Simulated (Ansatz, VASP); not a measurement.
Two plane-wave programs on Be4Se3

```xyz
7
Lattice="3.3747 1.9484 2.7480 -3.3747 1.9484 2.7480 0.0000 -3.8968 2.7480" Properties=species:S:1:pos:R:3 pbc="T T T"
Be    0.0000    0.0000    0.0000
Be    0.0000    1.9484    2.7480
Be   -1.6874   -0.9742    2.7480
Be    1.6874   -0.9742    2.7480
Se    0.0000   -1.9484    1.3740
Se    1.6874    0.9742    1.3740
Se   -1.6874    0.9742    1.3740
```

Alike in both runs: functional PBE; k mesh 3 × 3 × 3; occupations gaussian, width 0.2 eV; no spin polarisation.

Ansatz relaxed the structure, and its values are those at the end. VASP's run is a single point on that final structure, the one shown.

```csv
,VASP,Ansatz
version,VASP 6.6.1,Ansatz 0.2.0
potentials or method,"VASP PAW PBE potentials, release 64 (Be, Se), cutoff 520 eV","scalar-relativistic, plane waves, PAW"
valence electrons in the cell,26,56
```

VASP gave:

| Property | Result |
| --- | --- |
| gap on the k mesh at the Fermi level (eV) | 0.32 |
| least direct gap on the mesh (eV) | 0.95 |
| pressure (GPa) | 0.2 |

**Question.** Which values does Ansatz return?

**Answer.** gap on the k mesh at the Fermi level (eV): 0.32; least direct gap on the mesh (eV): 0.95; pressure (GPa): 0.0.

The functional is the same, so the differences come from potentials, cutoffs and numerics. VASP's potentials hold 26 valence electrons a cell and Ansatz's 56, so a difference there can come from the potentials and not from the codes.

The k mesh is coarse, so the values compare programs but aren't converged.
